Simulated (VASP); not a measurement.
Wanted: the native input for a VASP 6.6.1 run.

```
Task                   : single point
Functional             : PBEsol
Potentials or basis    : VASP PAW PBE potentials, release 64 (Sn_d)
Cutoff                 : 520 eV
k mesh                 : 2 × 2 × 2, shifted
Occupations            : fermi-dirac, width 0.0517 eV
Spin                   : no spin polarisation
Dipole correction      : no
Further INCAR settings : LREAL = Auto; ALGO = Normal; EDIFF = 1e-06; NBANDS = 126
```

The structure of Sn lies in POSCAR:

```
Sn
1.0
   -6.5632914754     -6.5632914754      0.0000000000
    0.0000000000     -6.5632914754      6.5632914754
   -6.5632914754      0.0000000000      6.5632914754
Sn
16
Direct
    0.7539572208      0.2654529372      0.2483377443
    0.2593156965      0.2531084451      0.2165007459
    0.7467778200      0.7550668012      0.2399519366
    0.2686438667      0.7438633525      0.2426896636
    0.7406912398      0.2603261651      0.7671173098
    0.2623166298      0.2427846616      0.7296618652
    0.7396798570      0.7575469593      0.7612252966
    0.2635382729      0.7263836320      0.7605449977
    0.3908717158      0.3723250764      0.3461903236
    0.8632747793      0.3877328943      0.3859606128
    0.3712525962      0.8735418839      0.3751926925
    0.8899949091      0.8549524307      0.3750945710
    0.3878814478      0.3797734733      0.8403685896
    0.9017126578      0.3626185137      0.8703733518
    0.3383065507      0.8829696992      0.8833015449
    0.8607835750      0.8819909220      0.8848385786
```

This cell differs from its parent crystal: dynamics (nvt langevin) at 600 K, volume x 1.01, from the last frame before.

One way to write it, as run:

INCAR

```
SYSTEM = Sn
ALGO = Normal ; EDIFF = 1E-6
ENCUT = 520 ; GGA = PS
ISIF = 2 ; ISMEAR = -1
LASPH = .True. ; LCHARG = .False.
LREAL = Auto ; LWAVE = .False.
NBANDS = 126 ; NELM = 100
PREC = Accurate ; SIGMA = 0.0517
```

KPOINTS

```
Automatic mesh
0
Gamma
  2 2 2
  0.5 0.5 0.5
```

Potentials or basis: VASP PAW PBE potentials, release 64 (Sn_d).

The run is started by

```console
$ cat potpaw_PBE.64/Sn_d/POTCAR > POTCAR
$ mpirun -np 1 vasp_std > vasp.out
```

Results of the run:

| Property | Result |
| --- | --- |
| Pressure | 0.1 GPa |
| Largest force | 2.062 eV/Å |

Caveat: the k points lie up to 0.41 Å⁻¹ apart; the atoms stand as in a frame of molecular dynamics; the PAW data sets were made with another functional, which shifts forces and pressure a little.

Wall time 64 min on 1 thread of Intel Xeon 8259CL, on a shared host, peak memory 1.1 GiB.
